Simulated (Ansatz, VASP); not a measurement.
**WC: VASP beside Ansatz**

```
W C
1.0
     2.90650    0.00000    0.00000
    -1.45325    2.51710    0.00000
     0.00000    0.00000    2.83660
W C
1 1
Direct
  0.00000 0.00000 0.00000
  0.66667 0.33333 0.50000
```

Alike in both runs: functional r2SCAN; dispersion rVV10; k mesh 10 × 10 × 9; no spin polarisation.

|  | VASP | Ansatz |
| --- | --- | --- |
| version | VASP 6.6.1 | Ansatz 0.2.0 |
| potentials or method | VASP PAW PBE potentials, release 64 (W_sv, C) | JTH PAW |
| plane-wave cutoff (eV) | 660 | 1290 |
| occupations | methfessel-paxton of order 1, width 0.05 eV | cold, width 0.05 eV |
| valence electrons in the cell | 18 | 18 |
| task | single point | electron localisation function |

VASP gave:

| Property | Result |
| --- | --- |
| gap on the k mesh at the Fermi level (eV) | none |
| pressure (GPa) | 1.7 |
| traceless stress, the component that is largest in VASP (GPa) | -1.21 |

Q: What did Ansatz give for the same quantities?

A: gap on the k mesh at the Fermi level (eV): none; pressure (GPa): 0.3; traceless stress, the component that is largest in VASP (GPa): -1.31.

VASP's potentials were made for PBE, not for r2SCAN. A gap of «none» marks a metal or a gap that the smearing closes.

Spin-orbit coupling is off throughout.
